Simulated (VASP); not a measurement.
# Zr2TiC3 (I4/mmm) in VASP: notebook

Zr2TiC3 is run at these levels: PBE; tasks: single point.

All numbers are computed with VASP 6.6.1; they aren't measurements. Logs are shortened: lines on timing, memory, paths and dates and some standing lists are left out, and cuts for length are marked.

## 1. The cell of the first run

The structure is tetragonal, space group I4/mmm (No. 139). The conventional cell has a = 3.262 Å, b = 3.262 Å, c = 13.752 Å, α = 90.00°, β = 90.00°, γ = 90.00°. Zr (site symmetry 4mm) has 6 C at 2.25 to 2.41 Å within 3.0 Å. Within 2.9 Å of Ti (site symmetry 4/mmm) lie 6 C at 2.22 to 2.31 Å. C (site symmetry 4mm) has 1 Ti at 2.22 Å and 5 Zr at 2.31 to 2.41 Å within 2.9 Å. C (site symmetry 4/mmm) has 2 Zr at 2.25 Å and 4 Ti at 2.31 Å within 3.0 Å.

## 2. Single point, PBE

INCAR reads:

```
PREC = Accurate
ENCUT = 520
EDIFF = 1E-7
ISMEAR = 0
SIGMA = 0.1
LREAL = F
LASPH = T
NELM = 60
ALGO = Normal
ISIF = 2
LWAVE = F
LCHARG = T
GGA = PE
LELF = T
LVHAR = T
NBANDS = 33
```

KPOINTS reads:

```
regular mesh
0
Gamma
  8 8 8
```

POSCAR reads:

```
Zr2TiC3
1.0
   -1.6308649000      1.6308649000      6.8758146000
    1.6308649000     -1.6308649000      6.8758146000
    1.6308649000      1.6308649000     -6.8758146000
Zr Ti C
2 1 3
Direct
    0.8365370000      0.8365370000      0.0000000000
    0.1634630000      0.1634630000      0.0000000000
    0.5000000000      0.5000000000      0.0000000000
    0.6612400000      0.6612400000      0.0000000000
    0.3387600000      0.3387600000      0.0000000000
    0.0000000000      0.0000000000      0.0000000000
```

Potentials or basis: VASP PAW PBE potentials, release 64 (Zr_sv, Ti_sv, C).

The run is started by

```sh
$ cat potpaw_PBE.64/Zr_sv/POTCAR potpaw_PBE.64/Ti_sv/POTCAR potpaw_PBE.64/C/POTCAR > POTCAR
$ mpirun -np 1 vasp_std > vasp.out
```

OUTCAR:

```text
PREC = Accurate
   ENCUT = 520
   EDIFF = 1E-7
   ISMEAR = 0
   LREAL = F
   LASPH = T
   NELM = 60
   ISIF = 2
   GGA = PE

 ion  position               nearest neighbor table
   1  0.837  0.837  0.000-   6 2.25   5 2.31   5 2.31   5 2.31   5 2.31   4 2.41   3 3.22   3 3.22
                             3 3.22   3 3.22   2 3.31   2 3.31   2 3.31   2 3.31
   2  0.163  0.163  0.000-   6 2.25   4 2.31   4 2.31   4 2.31   4 2.31   5 2.41   3 3.22   3 3.22
                             3 3.22   3 3.22   1 3.31   1 3.31   1 3.31   1 3.31
   3  0.500  0.500  0.000-   4 2.22   5 2.22   6 2.31   6 2.31   6 2.31   6 2.31   1 3.22   2 3.22
                             1 3.22   2 3.22   1 3.22   2 3.22   1 3.22   2 3.22
   4  0.661  0.661  0.000-   3 2.22   2 2.31   2 2.31   2 2.31   2 2.31   1 2.41
   5  0.339  0.339  0.000-   3 2.22   1 2.31   1 2.31   1 2.31   1 2.31   2 2.41
   6  0.000  0.000  0.000-   1 2.25   2 2.25   3 2.31   3 2.31   3 2.31   3 2.31

  LATTYP: Found a body centered tetragonal cell.
 ALAT       =     3.2617298000
 C/A-ratio  =     4.2160540705

  Lattice vectors:

 A1 = (  -1.6308649000,   1.6308649000,   6.8758146000)
 A2 = (   1.6308649000,  -1.6308649000,   6.8758146000)
 A3 = (   1.6308649000,   1.6308649000,  -6.8758146000)

Analysis of symmetry for initial positions (statically):
=====================================================================
 Subroutine PRICEL returns:
 Original cell was already a primitive cell.

 Routine SETGRP: Setting up the symmetry group for a
 body centered tetragonal supercell.

 Subroutine GETGRP returns: Found 16 space group operations
 (whereof 16 operations were pure point group operations)
 out of a pool of 16 trial point group operations.

The static configuration has the point symmetry D_4h.

Analysis of symmetry for dynamics (positions and initial velocities):
=====================================================================
 Subroutine PRICEL returns:
 Original cell was already a primitive cell.

 Routine SETGRP: Setting up the symmetry group for a
 body centered tetragonal supercell.

 Subroutine GETGRP returns: Found 16 space group operations
 (whereof 16 operations were pure point group operations)
 out of a pool of 16 trial point group operations.

The dynamic configuration has the point symmetry D_4h.

 Subroutine INISYM returns: Found 16 space group operations
 (whereof 16 operations are pure point group operations),
 and found     1 'primitive' translations

----------------------------------------------------------------------------------------

                                     Primitive cell

[... 104 lines left out ...]
   ISIF   =      2    stress and relaxation
   ISYM   =      2    0-nonsym 1-usesym 2-fastsym
   POTIM  = 0.5000    time-step for ionic-motion
   TEBEG  =    0.0;   TEEND  =   0.0 temperature during run
   PSTRESS=    0.0 pullay stress
   NELECT =      48.0000    total number of electrons
   NUPDOWN=      -1.0000    fix difference up-down
   EMIN   =  10.00;   EMAX   =-10.00  energy-range for DOS
   EFERMI =   0.00;   METHOD = LEGACY
   ISMEAR =     0;   SIGMA  =   0.10  broadening in eV -4-tet -1-fermi 0-gaus
   EFERMI_NEDOS =   21; number of points for ismear=-14 and -15
   IALGO  =     38    algorithm
   IMIX   =      4    mixing-type and parameters
     AMIX     =   0.40;   BMIX     =  1.00
     AMIX_MAG =   1.60;   BMIX_MAG =  1.00
  volume/ion in A,a.u.               =      12.19        82.27
  Fermi-wavevector in a.u.,A,eV,Ry     =   1.422597  2.688318 27.535226  2.023782
  Thomas-Fermi vector in A             =   2.543284
   LORBIT       =      0    0 simple, 1 ext, 2 COOP (PROOUT), +10 PAW based schemes
   GGA     = PE    functional components
   LHFCALC =     F    Hartree Fock is set to
   AEXX    =    0.0000 exact exchange contribution
   IVDW    =     0    specifies the selected vdW correction
   LEPSILON=     F    determine dielectric tensor
   LRPA    =     F    only Hartree local field effects (RPA)
 non-spin polarized calculation
 Gauss-broadening in eV      SIGMA  =   0.10
  energy-cutoff  :      520.00
  volume of cell :       73.15
 maximum number of plane-waves:      1996
 NGX is ok and might be reduce to    54

 number of electron      48.0000003 magnetization

 Free energy of the ion-electron system (eV)
  ---------------------------------------------------
  ext. energy  EPLUGINS =         0.00000000
  ---------------------------------------------------
  free energy    TOTEN  =       -57.21674371 eV

  energy without entropy =      -57.21409088  energy(sigma->0) =      -57.21541729

 E-fermi :   9.3958     XC(G=0): -12.2262

 val. band max:        9.3792073622   @ k =  -0.1250   0.1250   0.0000
 cond. band min:       9.4101222737   @ k =   0.5000   0.5000  -0.0000
 fundamental gap:      0.0309149115
 Fermi energy:         9.3958362031

 k-point     1 :       0.0000    0.0000    0.0000
  band No.  band energies     occupation
      1     -47.5301      2.00000
      2     -38.5182      2.00000
      3     -38.4476      2.00000
      4     -23.7281      2.00000
      5     -23.7281      2.00000
      6     -23.7268      2.00000
[... 853 lines left out ...]
     32      14.5065      0.00000
     33      14.8471      0.00000

 [... further k-points ...]

------------------------ aborting loop because EDIFF is reached ----------------------------------------

  FORCE on cell =-STRESS in cart. coord.  units (eV):
  Direction    XX          YY          ZZ          XY          YZ          ZX
  --------------------------------------------------------------------------------------
  -------------------------------------------------------------------------------------
  Total        0.1181678      0.1181678      0.0975961      0.0000000     -0.0000000      0.0000000
  in kB        2.5881513      2.5881513      2.1375829      0.0000000     -0.0000000      0.0000000
  external PRESSURE =       2.4379618 kB  Pullay stress =       0.0000000 kB

 VOLUME and BASIS-vectors are now :
 -----------------------------------------------------------------------------
  energy-cutoff  :      520.00
  volume of cell :       73.15
      direct lattice vectors                 reciprocal lattice vectors
    -1.630864900  1.630864900  6.875814600     0.000000000  0.306585788  0.072718656
     1.630864900 -1.630864900  6.875814600     0.306585788  0.000000000  0.072718656
     1.630864900  1.630864900 -6.875814600     0.306585788  0.306585788  0.000000000

 POSITION                                       TOTAL-FORCE (eV/Angst)
 -----------------------------------------------------------------------------------
      0.00000      0.00000     11.50375        -0.000000     -0.000000     -0.005802
      0.00000      0.00000      2.24788        -0.000000     -0.000000      0.005802
      0.00000      0.00000      6.87581        -0.000000     -0.000000      0.000000
      0.00000      0.00000      9.09313         0.000000      0.000000     -0.008936
      0.00000      0.00000      4.65850         0.000000      0.000000      0.008936
      0.00000      0.00000      0.00000        -0.000000     -0.000000      0.000000
 -----------------------------------------------------------------------------------
    total drift:                                0.000000      0.000000      0.000000

  FREE ENERGIE OF THE ION-ELECTRON SYSTEM (eV)
  ---------------------------------------------------
  free  energy   TOTEN  =       -57.2167437066 eV

  energy  without entropy=      -57.2140908761  energy(sigma->0) =      -57.21541729
```

stdout:

```text
POSCAR found type information on POSCAR ZrTiC
 POSCAR found :  3 types and       6 ions
 scaLAPACK will be used
 LDA part: xc-table for (Slater+PW92), standard interpolation
 POSCAR, INCAR and KPOINTS ok, starting setup
 FFT: planning ... GRIDC
 FFT: planning ... GRID_SOFT
 FFT: planning ... GRID
 WAVECAR not read
 entering main loop
```

Run time: 9.9 min. Hardware: 1 thread of Intel Xeon Platinum 8488C (Sapphire Rapids), shared host; peak memory 0.46 GiB.

What came out:

```
Free energy            : -57.2167 eV
Pressure               : 0.2 GPa
Largest force          : 0.009 eV/Å
Band gap on the k mesh : zero (bands 24 and 25 overlap by 1.27 eV)
```

Forces in eV/Å, atoms in the order of the input:
```
Zr   0.000  0.000 -0.006
Zr   0.000  0.000  0.006
Ti   0.000  0.000  0.000
C    0.000  0.000 -0.009
C    0.000  0.000  0.009
C    0.000  0.000  0.000
```

## 3. Single point, PBE

This run uses another cell than the first one: it holds 12 atoms, not 6.

INCAR reads:

```
SYSTEM = Zr2TiC3
PREC = Accurate
ENCUT = 520
EDIFF = 1E-7
ISMEAR = 0
SIGMA = 0.2
LREAL = .False.
LASPH = .True.
NELM = 60
ALGO = Normal
ISIF = 2
LWAVE = .False.
LCHARG = .False.
GGA = PE
NBANDS = 60
```

KPOINTS reads:

```
regular mesh
0
Gamma
  6 6 6
  0 0 0
```

POSCAR reads:

```
Zr2TiC3
1.0
   -3.2617298000      3.2617298000      0.0000000000
    3.2617298000      3.2617298000      0.0000000000
    1.6308649000     -1.6308649000     -6.8758146000
Zr Ti C
4 2 6
Direct
    0.1634630000      0.0000000000      0.3269260000
    0.6634630000      0.5000000000      0.3269260000
    0.8365370000      1.0000000000      0.6730740000
    0.3365370000      0.5000000000      0.6730740000
    0.5000000000      0.0000000000      1.0000000000
    1.0000000000      0.5000000000      1.0000000000
    0.3387600000      0.0000000000      0.6775200000
    0.8387600000      0.5000000000      0.6775200000
    0.6612400000      0.0000000000      0.3224800000
    0.1612400000      0.5000000000      0.3224800000
    0.0000000000      0.0000000000      0.0000000000
    0.5000000000      0.5000000000      1.0000000000
```

Potentials or basis: VASP PAW PBE potentials, release 64 (Zr_sv, Ti_sv, C).

The run is started by

```sh
$ cat potpaw_PBE.64/Zr_sv/POTCAR potpaw_PBE.64/Ti_sv/POTCAR potpaw_PBE.64/C/POTCAR > POTCAR
$ mpirun -np 1 vasp_std > vasp.out
```

OUTCAR:

```text
SYSTEM = Zr2TiC3
   PREC = Accurate
   ENCUT = 520
   EDIFF = 1E-7
   ISMEAR = 0
   LREAL = .False.
   LASPH = .True.
   NELM = 60
   ISIF = 2
   GGA = PE

 ion  position               nearest neighbor table
   1  0.163  0.000  0.327-  11 2.25  10 2.31   9 2.31  10 2.31   9 2.31   7 2.41   6 3.22   5 3.22
                             5 3.22   6 3.22   2 3.26   2 3.26   2 3.26   2 3.26   3 3.31   4 3.31
   2  0.663  0.500  0.327-  12 2.25  10 2.31   9 2.31   9 2.31  10 2.31   8 2.41   5 3.22   5 3.22
                             6 3.22   6 3.22   1 3.26   1 3.26   1 3.26   1 3.26   4 3.31   3 3.31
   3  0.837  0.000  0.673-  11 2.25   7 2.31   8 2.31   7 2.31   8 2.31   9 2.41   6 3.22   5 3.22
                             6 3.22   5 3.22   4 3.26   4 3.26   4 3.26   4 3.26   2 3.31   1 3.31
[... 1765 lines left out ...]
    -3.261729800  3.261729800  0.000000000    -0.153292894  0.153292894 -0.072718656
     3.261729800  3.261729800  0.000000000     0.153292894  0.153292894  0.000000000
     1.630864900 -1.630864900 -6.875814600     0.000000000  0.000000000 -0.145437313

 POSITION                                       TOTAL-FORCE (eV/Angst)
 -----------------------------------------------------------------------------------
      0.00000      0.00000     -2.24788        -0.000000      0.000000     -0.010946
      0.00000      3.26173     -2.24788        -0.000000      0.000000     -0.010946
     -1.63086      1.63086     -4.62793         0.000000     -0.000000      0.010946
      1.63086      1.63086     -4.62793         0.000000     -0.000000      0.010946
     -1.63086      1.63086      0.00000         0.000000      0.000000      0.000000
      1.63086      1.63086      0.00000        -0.000000     -0.000000     -0.000000
      0.00000      0.00000     -4.65850         0.000000     -0.000000      0.005604
      0.00000      3.26173     -4.65850         0.000000     -0.000000      0.005604
     -1.63086      1.63086     -2.21731        -0.000000      0.000000     -0.005604
      1.63086      1.63086     -2.21731        -0.000000      0.000000     -0.005604
      0.00000      0.00000      0.00000        -0.000000     -0.000000     -0.000000
      0.00000      3.26173      0.00000         0.000000      0.000000      0.000000
 -----------------------------------------------------------------------------------
    total drift:                                0.000000     -0.000000      0.000000

  FREE ENERGIE OF THE ION-ELECTRON SYSTEM (eV)
  ---------------------------------------------------
  free  energy   TOTEN  =      -114.4767300553 eV

  energy  without entropy=     -114.4515481570  energy(sigma->0) =     -114.46413911
```

OSZICAR:

```text
N       E                     dE             d eps       ncg     rms          rms(c)
DAV:   1     0.120272376081E+04    0.12027E+04   -0.47666E+04  6240   0.174E+03
DAV:   2     0.465891489795E+02   -0.11561E+04   -0.11064E+04  6368   0.531E+02
[... 10 lines left out ...]
DAV:  13    -0.114476944205E+03   -0.14316E-03   -0.36272E-03  8856   0.200E-01    0.126E-01
DAV:  14    -0.114476724803E+03    0.21940E-03   -0.13505E-03  8748   0.172E-01    0.363E-02
DAV:  15    -0.114476730194E+03   -0.53904E-05   -0.10666E-04  8584   0.425E-02    0.103E-02
DAV:  16    -0.114476730943E+03   -0.74925E-06   -0.84144E-06  9200   0.118E-02    0.673E-03
DAV:  17    -0.114476730438E+03    0.50478E-06   -0.11766E-06  8552   0.610E-03    0.257E-03
DAV:  18    -0.114476729979E+03    0.45866E-06   -0.45176E-07  7012   0.332E-03    0.669E-04
DAV:  19    -0.114476730055E+03   -0.75941E-07   -0.32391E-08  4024   0.992E-04
   1 F= -.11447673E+03 E0= -.11446414E+03  d E =-.251819E-01
```

It took 12 min on 1 thread of Intel Xeon Platinum 8488C (Sapphire Rapids), shared host; peak memory 0.47 GiB.

What came out:

```
Free energy            : -114.4767 eV
Pressure               : 0.2 GPa
Largest force          : 0.011 eV/Å
Band gap on the k mesh : zero (bands 48 and 49 overlap by 0.58 eV)
```

Forces on the atoms (eV/Å):
```
Zr   0.000  0.000 -0.011
Zr   0.000  0.000 -0.011
Zr   0.000  0.000  0.011
Zr   0.000  0.000  0.011
Ti   0.000  0.000  0.000
Ti   0.000  0.000  0.000
C    0.000  0.000  0.006
C    0.000  0.000  0.006
C    0.000  0.000 -0.006
C    0.000  0.000 -0.006
C    0.000  0.000  0.000
C    0.000  0.000  0.000
```

Levels at points of the mesh, in eV from the Fermi level:
```csv
k point,band 44,band 45,band 46,band 47,band 48,band 49,band 50,band 51,band 52,band 53
"(0.00, 0.00, 0.00)",-0.51,-0.28,-0.27,-0.01,0.09,0.91,0.95,0.95,1.08,1.08
"(0.50, 0.00, 0.00)",-2.20,-1.37,-1.37,-1.12,-1.12,0.64,0.64,2.19,2.19,2.32
"(0.00, 0.50, 0.00)",-2.21,-0.60,-0.60,-0.39,-0.39,-0.36,-0.36,2.25,2.25,2.40
"(0.50, 0.50, 0.00)",-2.76,-2.41,-2.41,-2.10,-2.10,2.04,2.04,2.39,2.39,2.72
"(0.00, 0.00, 0.50)",-0.39,-0.38,-0.38,-0.01,0.04,0.09,0.11,0.13,0.13,1.61
"(0.00, 0.50, 0.50)",-2.10,-1.96,-1.96,-1.91,-1.91,1.59,1.59,1.81,1.81,2.42
```
